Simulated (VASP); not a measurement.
# TiSi (Cmmm) in VASP: further runs

Runs on TiSi. Level: r2SCAN. Tasks: single point.

Everything below comes from runs of VASP 6.6.1. Logs are shortened: lines on timing, memory, paths and dates and some standing lists are left out, and cuts for length are marked.

### 1 The cell of the first run

The structure is orthorhombic, space group Cmmm (No. 65). The conventional cell has a = 3.626 Å, b = 4.168 Å, c = 3.808 Å, α = 90.00°, β = 90.00°, γ = 90.00°. Within 3.9 Å of Ti (site symmetry mmm) lie 8 Si at 2.63 to 2.82 Å and 8 Ti at 2.76 to 3.81 Å. Si (site symmetry mmm) has 8 Ti at 2.63 to 2.82 Å and 8 Si at 2.76 to 3.81 Å within 3.9 Å.

### 2 Single point, r2SCAN

Input file POSCAR:

```
TiSi
1.0
    3.6264976859      0.0000000000      0.0000000000
    0.0000000000      4.1678530543      0.0000000000
    0.0000000000      0.0000000000      3.8077369004
Ti Si
2 2
Direct
    0.0000000000      0.5000000000      0.0000000000
    0.5000000000      0.0000000000      0.0000000000
    0.0000000000      0.0000000000      0.5000000000
    0.5000000000      0.5000000000      0.5000000000
```

Input file INCAR.step1:

```
SYSTEM = TiSi
PREC = Accurate ; ENCUT = 520
ISMEAR = 0 ; SIGMA = 0.1
LREAL = .FALSE. ; LASPH = .TRUE.
NELM = 60 ; NBANDS = 24
GGA = PE ; ALGO = Normal
EDIFF = 1E-4 ; LWAVE = .TRUE.
LCHARG = .FALSE.
```

Input file INCAR.step2:

```
SYSTEM = TiSi
PREC = Accurate ; ENCUT = 520
EDIFF = 1E-6 ; ISMEAR = 0
SIGMA = 0.1 ; LREAL = .FALSE.
LASPH = .TRUE. ; NELM = 60
ALGO = Normal ; ISIF = 2
LWAVE = .FALSE. ; LCHARG = .TRUE.
METAGGA = R2SCAN ; LMIXTAU = .TRUE.
LELF = .TRUE. ; LVHAR = .TRUE.
NBANDS = 24 ; ISTART = 1
```

Input file KPOINTS:

```
Automatic mesh
0
G
  14 12 14
  0 0 0
```

Potentials or basis: VASP PAW PBE potentials, release 64 (Ti_sv, Si).

Run with:

```console
$ cat potpaw_PBE.64/Ti_sv/POTCAR potpaw_PBE.64/Si/POTCAR > POTCAR
$ cp INCAR.step1 INCAR
$ mpirun -np 1 vasp_std > vasp.out
$ cp INCAR.step2 INCAR
$ mpirun -np 1 vasp_std > vasp.out
```

OUTCAR:

```text
SYSTEM = TiSi
   PREC = Accurate
   ENCUT = 520
   EDIFF = 1E-6
   ISMEAR = 0
   LREAL = .FALSE.
   LASPH = .TRUE.
   NELM = 60
   ISIF = 2
   METAGGA = R2SCAN
   ISTART = 1

 ion  position               nearest neighbor table
   1  0.000  0.500  0.000-   4 2.63   4 2.63   4 2.63   4 2.63   2 2.76   2 2.76   2 2.76   2 2.76
                             3 2.82   3 2.82   3 2.82   3 2.82
   2  0.500  0.000  0.000-   3 2.63   3 2.63   3 2.63   3 2.63   1 2.76   1 2.76   1 2.76   1 2.76
                             4 2.82   4 2.82   4 2.82   4 2.82
   3  0.000  0.000  0.500-   2 2.63   2 2.63   2 2.63   2 2.63   4 2.76   4 2.76   4 2.76   4 2.76
                             1 2.82   1 2.82   1 2.82   1 2.82
   4  0.500  0.500  0.500-   1 2.63   1 2.63   1 2.63   1 2.63   3 2.76   3 2.76   3 2.76   3 2.76
                             2 2.82   2 2.82   2 2.82   2 2.82

  LATTYP: Found a simple orthorhombic cell.
 ALAT       =     3.6264976859
 B/A-ratio  =     1.0499763767
 C/A-ratio  =     1.1492777372

  Lattice vectors:

 A1 = (  -3.6264976859,   0.0000000000,   0.0000000000)
 A2 = (   0.0000000000,   0.0000000000,   3.8077369004)
 A3 = (   0.0000000000,   4.1678530543,   0.0000000000)

Analysis of symmetry for initial positions (statically):
=====================================================================
 Subroutine PRICEL returns following result:

  LATTYP: Found a base centered orthorhombic cell.
 ALAT       =     3.6264976859
 B/A-ratio  =     1.1492777372
 C/A-ratio  =     1.0499763767

  Lattice vectors:

 A1 = (   1.8132488430,  -2.0839265272,   0.0000000000)
 A2 = (   1.8132488430,   2.0839265271,   0.0000000000)
 A3 = (   0.0000000000,   0.0000000000,   3.8077369004)

   2 primitive cells build up your supercell.

 Routine SETGRP: Setting up the symmetry group for a
 simple orthorhombic supercell.

 Subroutine GETGRP returns: Found  8 space group operations
 (whereof  8 operations were pure point group operations)
 out of a pool of  8 trial point group operations.

The static configuration has the point symmetry D_2h.

Analysis of symmetry for dynamics (positions and initial velocities):
=====================================================================
 Subroutine PRICEL returns following result:

  LATTYP: Found a base centered orthorhombic cell.
 ALAT       =     3.6264976859
 B/A-ratio  =     1.1492777372
 C/A-ratio  =     1.0499763767

  Lattice vectors:

 A1 = (   1.8132488430,  -2.0839265272,   0.0000000000)
 A2 = (   1.8132488430,   2.0839265271,   0.0000000000)
 A3 = (   0.0000000000,   0.0000000000,   3.8077369004)

   2 primitive cells build up your supercell.

 Routine SETGRP: Setting up the symmetry group for a
 simple orthorhombic supercell.

 Subroutine GETGRP returns: Found  8 space group operations
 (whereof  8 operations were pure point group operations)
 out of a pool of  8 trial point group operations.

The dynamic configuration has the point symmetry D_2h.

 Subroutine INISYM returns: Found  8 space group operations
 (whereof  8 operations are pure point group operations),
 and found     2 'primitive' translations

----------------------------------------------------------------------------------------

                                     Primitive cell

  volume of cell :      28.7764

  direct lattice vectors                    reciprocal lattice vectors
     1.813248843 -2.083926527  0.000000000     0.275748142 -0.239931684  0.000000000
     1.813248843  2.083926527  0.000000000     0.275748142  0.239931684  0.000000000
     0.000000000  0.000000000  3.807736900     0.000000000  0.000000000  0.262623187

  length of vectors
     2.762357894  2.762357894  3.807736900     0.365519152  0.365519152  0.262623187

  position of ions in fractional coordinates (direct lattice)
     0.500000000  0.500000000  0.000000000
     0.000000000  0.000000000  0.500000000

  ion indices of the primitive-cell ions
   primitive index   ion index
                 1           1
                 2           3

----------------------------------------------------------------------------------------

 KPOINTS: Automatic mesh

Automatic generation of k-mesh.
 Grid dimensions read from file:
 generate k-points for:   14   12   14

 Generating k-lattice:

  Cartesian coordinates                     Fractional coordinates (reciprocal lattice)
     0.019696296  0.000000000  0.000000000     0.071428571  0.000000000  0.000000000
     0.000000000  0.019994307  0.000000000     0.000000000  0.083333333  0.000000000
     0.000000000  0.000000000  0.018758799     0.000000000  0.000000000  0.071428571

  Length of vectors
     0.019696296  0.019994307  0.018758799

  Shift w.r.t. Gamma in fractional coordinates (k-lattice)
     0.000000000  0.000000000  0.000000000

 Subroutine IBZKPT returns following result:
 ===========================================

 Found    448 irreducible k-points:

 Following reciprocal coordinates:
            Coordinates               Weight
  0.000000  0.000000  0.000000      1.000000
  0.071429  0.000000  0.000000      2.000000
  0.142857  0.000000  0.000000      2.000000
  0.214286  0.000000  0.000000      2.000000
  0.285714  0.000000  0.000000      2.000000
  0.357143  0.000000  0.000000      2.000000
[... 16 lines left out ...]
  0.428571  0.166667  0.000000      4.000000
  0.500000  0.166667  0.000000      2.000000
 [... further k-points ...]
   k-points           NKPTS =    448   k-points in BZ     NKDIM =    448   number of bands    NBANDS=     24
   number of dos      NEDOS =    301   number of ions     NIONS =      4
   total plane-waves  NPLWV =  25088
   dimension x,y,z NGX =    28 NGY =   32 NGZ =   28
   dimension x,y,z NGXF=    56 NGYF=   64 NGZF=   56
   ions per type =               2   2
   NGX,Y,Z   is equivalent  to a cutoff of  12.84, 12.76, 12.22 a.u.
   NGXF,Y,Z  is equivalent  to a cutoff of  25.67, 25.53, 24.45 a.u.
 SYSTEM =  TiSi
   PREC   = accura    normal or accurate (medium, high low for compatibility)
   ISTART =      1    job   : 0-new  1-cont  2-samecut
   ICHARG =      0    charge: 1-file 2-atom 10-const
   ISPIN  =      1    spin polarized calculation?
   LNONCOLLINEAR =      F non collinear calculations
   LSORBIT =      F    spin-orbit coupling
   LASPH  =      T    aspherical Exc in radial PAW
   ENCUT  =  520.0 eV  38.22 Ry    6.18 a.u.   6.74  7.75  7.08*2*pi/ulx,y,z
   NELM   =     60;   NELMIN=  2; NELMDL=  0     # of ELM steps
   EDIFF  = 0.1E-05   stopping-criterion for ELM
   LREAL  =      F    real-space projection
   EDIFFG = 0.1E-04   stopping-criterion for IOM
   NSW    =      0    number of steps for IOM
   IBRION =     -1    ionic relax: 0-MD 1-quasi-New 2-CG
   NFREE  =      0    steps in history (QN), initial steepest desc. (CG)
   ISIF   =      2    stress and relaxation
   ISYM   =      2    0-nonsym 1-usesym 2-fastsym
   POTIM  = 0.5000    time-step for ionic-motion
   TEBEG  =    0.0;   TEEND  =   0.0 temperature during run
   PSTRESS=    0.0 pullay stress
   NELECT =      32.0000    total number of electrons
   NUPDOWN=      -1.0000    fix difference up-down
   EMIN   =  10.00;   EMAX   =-10.00  energy-range for DOS
   EFERMI =   0.00;   METHOD = LEGACY
   ISMEAR =     0;   SIGMA  =   0.10  broadening in eV -4-tet -1-fermi 0-gaus
   EFERMI_NEDOS =   21; number of points for ismear=-14 and -15
   IALGO  =     38    algorithm
   IMIX   =      4    mixing-type and parameters
     AMIX     =   0.40;   BMIX     =  1.00
     AMIX_MAG =   1.60;   BMIX_MAG =  1.00
  volume/ion in A,a.u.               =      14.39        97.10
  Fermi-wavevector in a.u.,A,eV,Ry     =   1.346178  2.543908 24.656423  1.812196
  Thomas-Fermi vector in A             =   2.474031
   LORBIT       =      0    0 simple, 1 ext, 2 COOP (PROOUT), +10 PAW based schemes
   METAGGA = R2SCAN    functional components
   LHFCALC =     F    Hartree Fock is set to
   AEXX    =    0.0000 exact exchange contribution
   IVDW    =     0    specifies the selected vdW correction
   LEPSILON=     F    determine dielectric tensor
   LRPA    =     F    only Hartree local field effects (RPA)
 non-spin polarized calculation
 Gauss-broadening in eV      SIGMA  =   0.10
  energy-cutoff  :      520.00
  volume of cell :       57.55
 maximum number of plane-waves:      1576
 NGX is ok and might be reduce to    28
   NGX = 13   NGY = 15   NGZ = 15

 number of electron      32.0000008 magnetization

 Free energy of the ion-electron system (eV)
  ---------------------------------------------------
  ext. energy  EPLUGINS =         0.00000000
  ---------------------------------------------------
  free energy    TOTEN  =       -45.56742752 eV

  energy without entropy =      -45.55702394  energy(sigma->0) =      -45.56222573

 E-fermi :  10.4314     XC(G=0): -12.6732

 val. band max:       10.4305805699   @ k =   0.0714   0.0833   0.0714
 cond. band min:      10.4344603726   @ k =   0.1429   0.4167   0.2857
 fundamental gap:      0.0038798027
 Fermi energy:        10.4314389063

 k-point     1 :       0.0000    0.0000    0.0000
  band No.  band energies     occupation
      1     -48.6238      2.00000
      2     -48.4651      2.00000
      3     -24.0596      2.00000
      4     -24.0133      2.00000
      5     -23.9757      2.00000
      6     -23.8592      2.00000
[... 16 lines left out ...]
     23      13.8043      0.00000
     24      14.8079      0.00000

 k-point     2 :       0.0714    0.0000    0.0000
  band No.  band energies     occupation
      1     -48.6217      2.00000
      2     -48.4669      2.00000
      3     -24.0519      2.00000
      4     -24.0111      2.00000
      5     -23.9730      2.00000
      6     -23.8609      2.00000
[... 16 lines left out ...]
     23      13.8984      0.00000
     24      14.6971      0.00000

 k-point     3 :       0.1429    0.0000    0.0000
  band No.  band energies     occupation
      1     -48.6155      2.00000
      2     -48.4724      2.00000
      3     -24.0290      2.00000
      4     -24.0047      2.00000
      5     -23.9644      2.00000
      6     -23.8659      2.00000
[... 16 lines left out ...]
     23      14.4102      0.00000
     24      14.4897      0.00000

 k-point     4 :       0.2143    0.0000    0.0000
  band No.  band energies     occupation
      1     -48.6055      2.00000
      2     -48.4814      2.00000
      3     -23.9945      2.00000
      4     -23.9921      2.00000
      5     -23.9494      2.00000
      6     -23.8740      2.00000
[... 16 lines left out ...]
     23      14.4342      0.00000
     24      14.6300      0.00000

 k-point     5 :       0.2857    0.0000    0.0000
  band No.  band energies     occupation
      1     -48.5924      2.00000
      2     -48.4933      2.00000
      3     -23.9812      2.00000
      4     -23.9430      2.00000
      5     -23.9270      2.00000
      6     -23.8851      2.00000
[... 16 lines left out ...]
     23      13.9273      0.00000
     24      14.3578      0.00000

 k-point     6 :       0.3571    0.0000    0.0000
  band No.  band energies     occupation
      1     -48.5768      2.00000
      2     -48.5079      2.00000
      3     -23.9655      2.00000
      4     -23.8986      2.00000
      5     -23.8966      2.00000
      6     -23.8839      2.00000
[... 16 lines left out ...]
     23      14.0396      0.00000
     24      14.2252      0.00000
[... 379 lines left out ...]
 k-point    21 :       0.2857    0.1667    0.0000
  band No.  band energies     occupation
      1     -48.5857      2.00000
      2     -48.4999      2.00000
      3     -24.0448      2.00000
      4     -23.9745      2.00000
      5     -23.8913      2.00000
      6     -23.7821      2.00000
[... 16 lines left out ...]
     23      13.8149      0.00000
     24      15.1175      0.00000

 k-point    22 :       0.3571    0.1667    0.0000
  band No.  band energies     occupation
      1     -48.5721      2.00000
      2     -48.5124      2.00000
      3     -24.0271      2.00000
      4     -23.9608      2.00000
      5     -23.9029      2.00000
      6     -23.8357      2.00000
[... 16 lines left out ...]
     23      14.5349      0.00000
     24      14.9636      0.00000

 k-point    23 :       0.4286    0.1667    0.0000
  band No.  band energies     occupation
      1     -48.5571      2.00000
      2     -48.5265      2.00000
      3     -23.9963      2.00000
      4     -23.9460      2.00000
      5     -23.9162      2.00000
      6     -23.8985      2.00000
[... 16 lines left out ...]
     23      14.7471      0.00000
     24      15.1429      0.00000

 k-point    24 :       0.5000    0.1667    0.0000
  band No.  band energies     occupation
      1     -48.5417      2.00000
      2     -48.5417      2.00000
      3     -23.9529      2.00000
      4     -23.9529      2.00000
      5     -23.9308      2.00000
      6     -23.9308      2.00000
[... 16 lines left out ...]
     23      14.7947      0.00000
     24      14.7947      0.00000

 [... further k-points ...]

------------------------ aborting loop because EDIFF is reached ----------------------------------------

  FORCE on cell =-STRESS in cart. coord.  units (eV):
  Direction    XX          YY          ZZ          XY          YZ          ZX
  --------------------------------------------------------------------------------------
  -------------------------------------------------------------------------------------
  Total        0.2721547      0.0661792      0.2008640      0.0000000      0.0000000      0.0000000
  in kB        7.5763442      1.8423225      5.5917266      0.0000000      0.0000000      0.0000000
  external PRESSURE =       5.0034644 kB  Pullay stress =       0.0000000 kB

 VOLUME and BASIS-vectors are now :
 -----------------------------------------------------------------------------
  energy-cutoff  :      520.00
  volume of cell :       57.55
      direct lattice vectors                 reciprocal lattice vectors
     3.626497686  0.000000000  0.000000000     0.275748142  0.000000000  0.000000000
     0.000000000  4.167853054  0.000000000     0.000000000  0.239931684  0.000000000
     0.000000000  0.000000000  3.807736900     0.000000000  0.000000000  0.262623187

 POSITION                                       TOTAL-FORCE (eV/Angst)
 -----------------------------------------------------------------------------------
      0.00000      2.08393      0.00000        -0.000000      0.000000      0.000000
      1.81325      0.00000      0.00000        -0.000000     -0.000000     -0.000000
      0.00000      0.00000      1.90387         0.000000     -0.000000      0.000000
      1.81325      2.08393      1.90387         0.000000      0.000000     -0.000000
 -----------------------------------------------------------------------------------
    total drift:                                0.000000      0.000000     -0.000000

  FREE ENERGIE OF THE ION-ELECTRON SYSTEM (eV)
  ---------------------------------------------------
  free  energy   TOTEN  =       -45.5674275155 eV

  energy  without entropy=      -45.5570239368  energy(sigma->0) =      -45.56222573
```

Run time: 15 min. Hardware: 1 thread of Intel Xeon 6975P-C (Granite Rapids), shared host; peak memory 0.58 GiB.

What came out:

* Free energy: -45.5674 eV
* Pressure: 0.5 GPa
* Band gap on the k mesh: zero (bands 16 and 17 overlap by 1.85 eV)

Stress tensor (GPa, compression positive):
```
0.76 0.00 0.00
0.00 0.18 0.00
0.00 0.00 0.56
```

Caveat: the PAW data sets were made with another functional, which shifts forces and pressure a little.

(Part 1 of 2 ends here.)
